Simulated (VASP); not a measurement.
# LaFeGe (P-6m2) in VASP: further runs, part 3 of 3

VASP 6.6.1. Earlier steps stand in the parts before.

### 4 Single point, PBE, collinear spin, ferromagnetic start

Contents of INCAR:

```
PREC = Accurate
ENCUT = 520
EDIFF = 1E-7
ISMEAR = -1
SIGMA = 0.05
LREAL = False
LASPH = True
NELM = 150
ALGO = Normal
ISIF = 2
LWAVE = False
LCHARG = True
ISPIN = 2
MAGMOM = 0 0 1.5
LORBIT = 11
NUPDOWN = 1.5
LMAXMIX = 6
GGA = PE
LELF = True
LVHAR = True
NBANDS = 28
```

Contents of KPOINTS:

```
Automatic mesh
0
Gamma
  6 6 5
```

Contents of POSCAR:

```
LaFeGe
1.0
    4.2318077991      0.0000000000      0.0000000000
   -2.1159038996      3.6648530580      0.0000000000
    0.0000000000      0.0000000000      4.2857840000
La Ge Fe
1 1 1
Direct
    0.0000000000      0.0000000000      0.0000000000
    0.6666666667      0.3333333333      0.5000000000
    0.3333333333      0.6666666667      0.5000000000
```

Potentials or basis: VASP PAW PBE potentials, release 64 (La, Ge_d, Fe).

Command:

```sh
cat potpaw_PBE.64/La/POTCAR potpaw_PBE.64/Ge_d/POTCAR potpaw_PBE.64/Fe/POTCAR > POTCAR
mpirun -np 1 vasp_std > vasp.out
```

OUTCAR:

```text
PREC = Accurate
   ENCUT = 520
   EDIFF = 1E-7
   ISMEAR = -1
   LREAL = False
   LASPH = True
   NELM = 150
   ISIF = 2
   ISPIN = 2
   LORBIT = 11
   NUPDOWN = 1.5
   GGA = PE

 ion  position               nearest neighbor table
   1  0.000  0.000  0.000-   2 3.25   3 3.25   2 3.25   3 3.25   2 3.25   2 3.25   3 3.25   3 3.25
                             2 3.25   2 3.25   3 3.25   3 3.25
   2  0.667  0.333  0.500-   3 2.44   3 2.44   3 2.44   1 3.25   1 3.25   1 3.25   1 3.25   1 3.25
                             1 3.25
   3  0.333  0.667  0.500-   2 2.44   2 2.44   2 2.44   1 3.25   1 3.25   1 3.25   1 3.25   1 3.25
                             1 3.25

  LATTYP: Found a hexagonal cell.
 ALAT       =     4.2318077991
 C/A-ratio  =     1.0127548801

  Lattice vectors:

 A1 = (   4.2318077991,   0.0000000000,   0.0000000000)
 A2 = (  -2.1159038996,   3.6648530580,   0.0000000000)
 A3 = (   0.0000000000,   0.0000000000,   4.2857840000)

Analysis of symmetry for initial positions (statically):
=====================================================================
 Subroutine PRICEL returns:
 Original cell was already a primitive cell.

 Routine SETGRP: Setting up the symmetry group for a
 hexagonal supercell.

 Subroutine GETGRP returns: Found 12 space group operations
 (whereof 12 operations were pure point group operations)
 out of a pool of 24 trial point group operations.

The static configuration has the point symmetry D_3h.

Analysis of symmetry for dynamics (positions and initial velocities):
=====================================================================
 Subroutine PRICEL returns:
 Original cell was already a primitive cell.

 Routine SETGRP: Setting up the symmetry group for a
 hexagonal supercell.

 Subroutine GETGRP returns: Found 12 space group operations
 (whereof 12 operations were pure point group operations)
 out of a pool of 24 trial point group operations.
[... 157 lines left out ...]
  free energy    TOTEN  =       -18.73200836 eV

  energy without entropy =      -18.69481377  energy(sigma->0) =      -18.71341106

 E-fermi :   7.0155     XC(G=0): -10.6802

 val. band max:        6.9918277410   @ k =   0.5000  -0.0000   0.4000
 cond. band min:       6.8714611956   @ k =   0.1667   0.1667   0.4000
 fundamental gap:     -0.1203665454
 Fermi energy:         6.8694560504

 spin component 1

 k-point     1 :       0.0000    0.0000    0.0000
  band No.  band energies     occupation
      1     -25.3349      1.00000
      2     -16.8268      1.00000
      3     -16.7992      1.00000
      4     -16.7992      1.00000
      5     -16.7587      1.00000
      6     -16.7587      1.00000
[... 640 lines left out ...]
     27      11.5389      0.00000
     28      11.5945      0.00000
 Fermi energy:         7.0155405458

 spin component 2

 k-point     1 :       0.0000    0.0000    0.0000
  band No.  band energies     occupation
      1     -25.3893      1.00000
      2     -16.8275      1.00000
      3     -16.8069      1.00000
      4     -16.8069      1.00000
      5     -16.7710      1.00000
      6     -16.7710      1.00000
[... 640 lines left out ...]
     27      11.4409      0.00000
     28      11.6501      0.00000

------------------------ aborting loop because EDIFF is reached ----------------------------------------

  FORCE on cell =-STRESS in cart. coord.  units (eV):
  Direction    XX          YY          ZZ          XY          YZ          ZX
  --------------------------------------------------------------------------------------
  -------------------------------------------------------------------------------------
  Total       -0.6025499     -0.6025499     -0.5966138      0.0000000      0.0000000      0.0000000
  in kB      -14.5241530    -14.5241530    -14.3810660      0.0000000      0.0000000      0.0000000
  external PRESSURE =     -14.4764574 kB  Pullay stress =       0.0000000 kB

 VOLUME and BASIS-vectors are now :
 -----------------------------------------------------------------------------
  energy-cutoff  :      520.00
  volume of cell :       66.47
      direct lattice vectors                 reciprocal lattice vectors
     4.231807799  0.000000000  0.000000000     0.236305628  0.136431118  0.000000000
    -2.115903900  3.664853058  0.000000000     0.000000000  0.272862236  0.000000000
     0.000000000  0.000000000  4.285784000     0.000000000  0.000000000  0.233329538

 POSITION                                       TOTAL-FORCE (eV/Angst)
 -----------------------------------------------------------------------------------
      0.00000      0.00000      0.00000         0.000000      0.000000      0.000000
      2.11590      1.22162      2.14289        -0.000000      0.000000      0.000000
     -0.00000      2.44324      2.14289         0.000000     -0.000000      0.000000
 -----------------------------------------------------------------------------------
    total drift:                               -0.000002      0.000001      0.000000

  FREE ENERGIE OF THE ION-ELECTRON SYSTEM (eV)
  ---------------------------------------------------
  free  energy   TOTEN  =       -18.7320083607 eV

  energy  without entropy=      -18.6948137654  energy(sigma->0) =      -18.71341106

 total charge

# of ion       s       p       d       f       tot
--------------------------------------------------
    1        2.026   5.640   0.710   0.138   8.514
    2        1.135   1.288  10.019   0.000  12.442
    3        0.450   0.340   6.306   0.000   7.097
--------------------------------------------------
tot          3.611   7.269  17.035   0.138  28.052

 magnetization (x)

# of ion       s       p       d       f       tot
--------------------------------------------------
    1       -0.004  -0.005  -0.089  -0.016  -0.114
    2       -0.001  -0.047  -0.002   0.000  -0.050
    3        0.021   0.011   1.787   0.000   1.819
--------------------------------------------------
tot          0.016  -0.040   1.696  -0.016   1.656
```

stdout:

```text
POSCAR found type information on POSCAR LaGeFe
 POSCAR found :  3 types and       3 ions
 scaLAPACK will be used
 LDA part: xc-table for (Slater+PW92), standard interpolation
 POSCAR, INCAR and KPOINTS ok, starting setup
 FFT: planning ... GRIDC
 FFT: planning ... GRID_SOFT
 FFT: planning ... GRID
 WAVECAR not read
 entering main loop
```

Run time: 85 s. Hardware: 1 thread of Intel Xeon Platinum 8488C (Sapphire Rapids), shared host; peak memory 0.25 GiB.

What came out:

| Property | Result |
| --- | --- |
| Free energy | -18.7320 eV |
| Pressure | -1.4 GPa |
| Net moment | 1.50 μB per cell |
| Site moments | La -0.11; Ge -0.05; Fe +1.82 μB |
| Valence electrons inside the program's atomic spheres | La 8.51; Ge 12.44; Fe 7.10 |

Caveat: spin-orbit coupling is left out, which moves the levels of the heavy elements; the total moment is fixed, so each spin has its own Fermi level.

### 5 Single point, PBE, collinear spin, ferromagnetic start

Contents of INCAR:

```
ALGO = Normal
EDIFF = 1E-6
ENCUT = 520
GGA = PE
ISIF = 2
ISMEAR = -1
ISPIN = 2
LASPH = True
LCHARG = True
LELF = True
LMAXMIX = 6
LORBIT = 11
LREAL = False
LVHAR = True
LWAVE = False
MAGMOM = 0 0 2.2
NBANDS = 28
NELM = 150
NUPDOWN = 2.2
PREC = Accurate
SIGMA = 0.05
```

Contents of KPOINTS:

```
k-points
0
Gamma
  6 6 5
```

POSCAR is that of step 4.

Potentials or basis: VASP PAW PBE potentials, release 64 (La, Ge_d, Fe).

Command:

```sh
cat potpaw_PBE.64/La/POTCAR potpaw_PBE.64/Ge_d/POTCAR potpaw_PBE.64/Fe/POTCAR > POTCAR
mpirun -np 1 vasp_std > vasp.out
```

OUTCAR:

```text
EDIFF = 1E-6
   ENCUT = 520
   GGA = PE
   ISIF = 2
   ISMEAR = -1
   ISPIN = 2
   LASPH = True
   LORBIT = 11
   LREAL = False
   NELM = 150
   NUPDOWN = 2.2
   PREC = Accurate

 ion  position               nearest neighbor table
   1  0.000  0.000  0.000-   2 3.25   3 3.25   2 3.25   3 3.25   2 3.25   2 3.25   3 3.25   3 3.25
                             2 3.25   2 3.25   3 3.25   3 3.25
   2  0.667  0.333  0.500-   3 2.44   3 2.44   3 2.44   1 3.25   1 3.25   1 3.25   1 3.25   1 3.25
                             1 3.25
[... 1526 lines left out ...]
  volume of cell :       66.47
      direct lattice vectors                 reciprocal lattice vectors
     4.231807799  0.000000000  0.000000000     0.236305628  0.136431118  0.000000000
    -2.115903900  3.664853058  0.000000000     0.000000000  0.272862236  0.000000000
     0.000000000  0.000000000  4.285784000     0.000000000  0.000000000  0.233329538

 POSITION                                       TOTAL-FORCE (eV/Angst)
 -----------------------------------------------------------------------------------
      0.00000      0.00000      0.00000        -0.000000      0.000000      0.000000
      2.11590      1.22162      2.14289         0.000000     -0.000000      0.000000
     -0.00000      2.44324      2.14289        -0.000000      0.000000      0.000000
 -----------------------------------------------------------------------------------
    total drift:                               -0.000002      0.000001      0.000000

  FREE ENERGIE OF THE ION-ELECTRON SYSTEM (eV)
  ---------------------------------------------------
  free  energy   TOTEN  =       -18.7651283003 eV

  energy  without entropy=      -18.7279401711  energy(sigma->0) =      -18.74653424

 total charge

# of ion       s       p       d       f       tot
--------------------------------------------------
    1        2.025   5.641   0.712   0.136   8.515
    2        1.131   1.308  10.016   0.000  12.455
    3        0.454   0.353   6.267   0.000   7.075
--------------------------------------------------
tot          3.611   7.303  16.995   0.136  28.044

 magnetization (x)

# of ion       s       p       d       f       tot
--------------------------------------------------
    1       -0.004   0.003  -0.051  -0.002  -0.053
    2        0.001  -0.001   0.003   0.000   0.002
    3        0.031   0.038   2.172   0.000   2.241
--------------------------------------------------
tot          0.028   0.040   2.125  -0.002   2.190
```

Wall time 76 s (1 thread of Intel Xeon Platinum 8488C (Sapphire Rapids), shared host); peak memory 0.25 GiB.

What came out:

* Free energy: -18.7651 eV
* Pressure: -0.1 GPa
* Net moment: 2.20 μB per cell
* Site moments: La -0.05; Ge +0.00; Fe +2.24 μB
* Valence electrons inside the program's atomic spheres: La 8.52; Ge 12.46; Fe 7.08

Caveat: spin-orbit coupling is left out, which moves the levels of the heavy elements; the total moment is fixed, so each spin has its own Fermi level.

### 6 Summary

```tsv
spin	fixed moment (μB)	pressure (GPa)	moment (μB)
collinear, zero start	0.0	-3.9	0.00
collinear, ferromagnetic start	0.8	-2.7	0.80
collinear, ferromagnetic start	1.5	-1.4	1.50
collinear, ferromagnetic start	2.2	-0.1	2.20
```

Alike in all rows: task single point; level PBE; potentials or basis VASP PAW PBE potentials, release 64 (La, Ge_d, Fe); cell as given; k mesh 6 × 6 × 5; cutoff (eV) 520; smearing fermi-dirac 0.05 eV.

Caveats: spin-orbit coupling is left out, which moves the levels of the heavy elements; the total moment is fixed, so each spin has its own Fermi level.

Total energies depend on the potentials used, so only differences within one code and one set of settings carry meaning.
